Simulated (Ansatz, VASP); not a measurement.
LiMgBN2 in VASP and in Ansatz

INCAR

```
SYSTEM = LiMgBN2
PREC = Accurate
ENCUT = 520
EDIFF = 1E-7
ISMEAR = 0
SIGMA = 0.05
LREAL = .False.
LASPH = .True.
NELM = 100
ALGO = Normal
ISIF = 2
LWAVE = .False.
LCHARG = .True.
GGA = PS
LELF = .True.
LVHAR = .True.
NBANDS = 17
```

File KPOINTS:

```
Automatic mesh
0
Gamma
  8 8 8
  0 0 0
```

Contents of POSCAR:

```
LiMgBN2
1.0
   -1.9324005310      1.9324005310      4.5247650217
    1.9324005310     -1.9324005310      4.5247650217
    1.9324005310      1.9324005310     -4.5247650217
Li Mg B N
1 1 1 2
Direct
    0.2500000000      0.7500000000      0.5000000000
    0.7500000000      0.2500000000      0.5000000000
    0.5000000000      0.5000000000      0.0000000000
    0.6517393865      0.6517393865      0.0000000000
    0.3482606135      0.3482606135      0.0000000000
```

Input for Ansatz:

```yaml
crystal:
  lattice:
    - [-1.932400531, 1.932400531, 4.5247650217]
    - [1.932400531, -1.932400531, 4.5247650217]
    - [1.932400531, 1.932400531, -4.5247650217]
  atoms:
    - { symbol: Li, position: [0.25, 0.75, 0.5] }
    - { symbol: Mg, position: [0.75, 0.25, 0.5] }
    - { symbol: B, position: [0.5, 0.5, 0.0] }
    - { symbol: "N", position: [0.6517393865, 0.6517393865, 0.0] }
    - { symbol: "N", position: [0.3482606135, 0.3482606135, 0.0] }
basis:
  ecutwfc: 520.0
kpoints:
  mp_grid: { grid: [8, 8, 8] }
hamiltonian:
  xc: pbesol
  pseudopotentials: { kind: paw }
scf:
  occupations: { method: gaussian, width: 0.05 }
output:
  forces: true
  stress: true
  eigenvalues: true
```

Alike in both runs: task single point; functional PBEsol; k mesh 8 × 8 × 8; occupations gaussian, width 0.05 eV; no spin polarisation.

|  | VASP | Ansatz |
| --- | --- | --- |
| version | VASP 6.6.1 | Ansatz 0.2.0 |
| potentials or method | VASP PAW PBE potentials, release 64 (Li_sv, Mg, B, N), cutoff 520 eV | scalar-relativistic, plane waves, PAW |
| valence electrons in the cell | 18 | 26 |

```tsv
	VASP	Ansatz	Ansatz less VASP
gap on the k mesh at the Fermi level (eV)	2.36	2.36	+0.002
least direct gap on the mesh (eV)	3.36	3.37	+0.007
rms of the force components (eV/Å)	0.377	0.386	+0.0093
```

VASP's potentials were made for PBE, not for PBEsol. Atom by atom the forces differ by 0.009 eV/Å (rms over components). VASP's potentials hold 18 valence electrons a cell and Ansatz's 26, so a difference there can come from the potentials and not from the codes.

Noted on VASP's run: the cutoff is short for stress, so the pressure is rough.
